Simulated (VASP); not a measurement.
Ru:

```xyz
4
Lattice="2.6763 0.0000 0.0000 -1.3382 2.3177 0.0000 0.0000 0.0000 8.7408" Properties=species:S:1:pos:R:3 pbc="T T T"
Ru    0.0000    0.0000    0.0000
Ru    0.0000    0.0000    4.3704
Ru    0.0000    1.5452    2.1852
Ru    1.3382    0.7726    6.5556
```

```yaml
Program: VASP 6.6.1
Task: relaxation of cell and atoms
Functional: LDA
Potentials_or_basis: VASP PAW LDA potentials, release 64 (Ru_pv)
Cutoff: 600 eV
k_mesh: 13 × 13 × 4
Occupations: fermi-dirac, width 0.1 eV
Spin: no spin polarisation
```

At the start: pressure -9.5 GPa; volume 13.55 Å³/atom.

Question: Where does the relaxation end?

Answer: Over 6 steps the energy falls by 15.3 meV/atom and the volume is 13.18 Å³/atom (-2.8 %); space group P6_3/mmc (No. 194, to 0.1 Å) before and after.

Step by step:
| step | energy change (eV) | largest force (eV/Å) | pressure (GPa) | volume (Å³) |
| --- | --- | --- | --- | --- |
| 1 | 0.0000 | 0.0000 | -9.49 | 54.22 |
| 2 | 0.4951 | 0.0000 | 41.06 | 48.14 |
| 3 | -0.0570 | 0.0000 | 0.29 | 52.67 |
| 4 | -0.0571 | 0.0000 | 0.71 | 52.61 |
| 5 | -0.0587 | 0.0000 | -0.54 | 52.80 |
| 6 | -0.0613 | 0.0000 | -0.03 | 52.72 |

Final structure:
```
Ru
1.0
     2.66636    0.00000    0.00000
    -1.33318    2.30913    0.00000
     0.00000    0.00000    8.56243
Ru
4
Direct
  0.00000 0.00000 0.00000
  0.00000 0.00000 0.50000
  0.33333 0.66667 0.25000
  0.66667 0.33333 0.75000
```
